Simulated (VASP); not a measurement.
Runs of VASP 6.6.1 on GaSb. The structure is that of space group I-4m2 (No. 119), or close to it. The cells are those of the table. 

```csv
level,cell,gap on the mesh (eV),pressure (GPa)
PBE,"a = 4.352, b = 4.352, c = 4.509 Å, angles 58.8, 58.8, 62.4°, 2 atoms",0.33,(b)
PBE,"a = 4.348, b = 4.348, c = 4.466 Å, angles 59.1, 59.1, 61.8°, 2 atoms",0.28,0.3
PBE,"a = 4.343, b = 4.343, c = 4.423 Å, angles 59.4, 59.4, 61.2°, 2 atoms",0.20,(a)
r2SCAN,"a = 4.324, b = 4.324, c = 4.162 Å, angles 61.2, 61.2, 57.5°, 2 atoms",0.52,3.0
PBE,"a = 4.324, b = 4.324, c = 4.162 Å, angles 61.2, 61.2, 57.5°, 2 atoms",0.14,4.9
```

Alike in all rows: task single point; potentials or basis VASP PAW PBE potentials, release 64 (Ga_d, Sb); no spin polarisation; k mesh 8 × 8 × 8; cutoff (eV) 520; smearing fermi-dirac 0.02 eV.

Task: Fill in the values left out.

Result: (a) 0.9; (b) -0.1.

Caveats: spin-orbit coupling is left out, which moves the levels of the heavy elements; the PAW data sets were made with another functional, which shifts forces and pressure a little (some runs).

A k mesh can miss the band edges, and the runs leave out spin-orbit coupling on Ga, Sb.
